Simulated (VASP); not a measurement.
Runs of VASP 6.6.1 on Ga. The structure is that of space group Cmcm (No. 63), or close to it. The cells are those of the table. 

```csv
task,level,potentials or basis,cell,cutoff (eV),gap on the mesh (eV),pressure (GPa),relaxed volume (Å³/atom),largest force (eV/Å)
relaxation of cell and atoms,PBEsol,"VASP PAW PBE potentials, release 64 (Ga_d)","relaxed to 30 GPa from a = 4.257, b = 4.257, c = 3.332 Å, angles 90.7, 90.7, 142.1°, 2 atoms",600,none,30.0,-,-
relaxation of cell and atoms,PBE+D3(BJ),"VASP PAW PBE potentials, release 64 (Ga_d)","relaxed from a = 4.257, b = 4.257, c = 3.332 Å, angles 90.7, 90.7, 142.1°, 2 atoms",600,none,0.0,18.23,0.01
single point,LDA,"VASP PAW LDA potentials, release 64 (Ga_d)","a = 4.341, b = 4.341, c = 3.397 Å, angles 90.7, 90.7, 142.1°, 2 atoms",520,none,(a),-,0.15
relaxation of cell and atoms,PBE,"VASP PAW PBE potentials, release 64 (Ga_d)","relaxed from a = 4.257, b = 4.257, c = 3.332 Å, angles 90.7, 90.7, 142.1°, 2 atoms",600,none,0.0,19.19,-
single point,r2SCAN,"VASP PAW PBE potentials, release 64 (Ga_d)","a = 4.257, b = 4.257, c = 3.332 Å, angles 90.7, 90.7, 142.1°, 2 atoms",520,none,-1.4,-,0.21
```

Alike in all rows: no spin polarisation; k mesh 10 × 10 × 8; smearing fermi-dirac 0.05 eV.

**Question.** Estimate the missing entries.

**Answer.** (a) -6.2.

Caveats: the PAW data sets were made with another functional, which shifts forces and pressure a little (at least some runs); the cell is relaxed towards a set pressure, so the run minimises the enthalpy, not the energy (at least some runs); the volume moved by over 15 % at a fixed basis, so the end points are rough (at least some runs); the cell stands under tension (at least some runs).

A k mesh can miss the band edges, and the runs leave out spin-orbit coupling on Ga.

A gap of «none» marks levels without a gap at the run's occupations.
